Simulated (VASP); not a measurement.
MgO: single point with PBEsol

The system is MgO.

```
Mg O
1.0
     3.37245    0.00000    0.00000
    -1.68622    2.92063    0.00000
     0.00000    0.00000    4.48834
Mg O
2 2
Direct
  0.68682 0.37364 0.75000
  0.31318 0.62636 0.25000
  0.65183 0.30365 0.25000
  0.34817 0.69635 0.75000
```

This cell differs from its parent crystal: mode 5 frozen in at +0.122 Å, strain +e along z and -e/2 along x and y +0.0700.

```yaml
Program: VASP 6.6.1
Task: single point
Functional: PBEsol
Potentials_or_basis: VASP PAW PBE potentials, release 64 (Mg, O)
Cutoff: 520 eV
k_mesh: 9 × 9 × 6
Occupations: gaussian, width 0.05 eV
Spin: no spin polarisation
```

```json
{"Pressure": "2.5 GPa", "Largest force": "0.794 eV/Å", "Band gap on the k mesh": "3.10 eV, direct"}
```

Forces on the atoms (eV/Å):
```
Mg   0.000 -0.794  0.000
Mg   0.000  0.794  0.000
O    0.000  0.218  0.000
O    0.000 -0.218  0.000
```

Stress tensor (GPa, compression positive):
```
 9.79  0.00  0.00
 0.00  4.78  0.00
 0.00  0.00 -7.11
```

Levels at points of the mesh, in eV from the valence-band top:
```csv
k point,band 6,band 7,band 8,band 9,band 10,band 11
"(0.00, 0.00, 0.00)",-1.21,-0.92,0.00,3.10,8.92,10.89
"(0.00, 0.00, 0.50)",-1.44,-1.36,-1.36,6.06,6.06,13.25
```

Run time: 25 s on 1 thread of Intel(R) Xeon(R) 6975P-C (Granite Rapids) (shared host), peak memory 0.21 GiB.

Caveat: the cell differs from its parent crystal (mode 5 frozen in at +0.122 Å, strain +e along z and -e/2 along x and y +0.0700); the PAW data sets were made with another functional, which shifts forces and pressure a little.
